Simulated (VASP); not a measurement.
A run of VASP 6.6.1 is set up as follows.

INCAR

```
  PREC = Accurate
  ENCUT = 520
  EDIFF = 1E-7
  ISMEAR = 0
  SIGMA = 0.01
  LREAL = False
  LASPH = True
  NELM = 100
  ALGO = Normal
  ISIF = 2
  LWAVE = False
  LCHARG = False
  GGA = PS
  NBANDS = 17
```

The input KPOINTS:

```
Automatic mesh
0
Gamma
  6 6 6
```

POSCAR

```
TePb
1.0
    0.0000000000      3.2310000000      3.2310000000
    3.2310000000      0.0000000000      3.2310000000
    3.2310000000      3.2310000000      0.0000000000
Te Pb
1 1
Direct
    0.4845249149      0.5154750851      0.4845249149
    0.0000000000      0.0000000000      0.0000000000
```

Potentials or basis: VASP PAW PBE potentials, release 64 (Te, Pb_d).

Run with:

```console
$ cat potpaw_PBE.64/Te/POTCAR potpaw_PBE.64/Pb_d/POTCAR > POTCAR
$ mpirun -np 1 vasp_std > vasp.out
```

Task: Estimate the pressure.

Result: -0.3 GPa.

Task: Predict the largest force.

Result: 0.044 eV/Å.

Forces in eV/Å, atoms in the order of the input:
```
Te   0.000  0.044  0.000
Pb   0.000 -0.044  0.000
```

Caveat: the PAW data sets were made with another functional, which shifts forces and pressure a little.
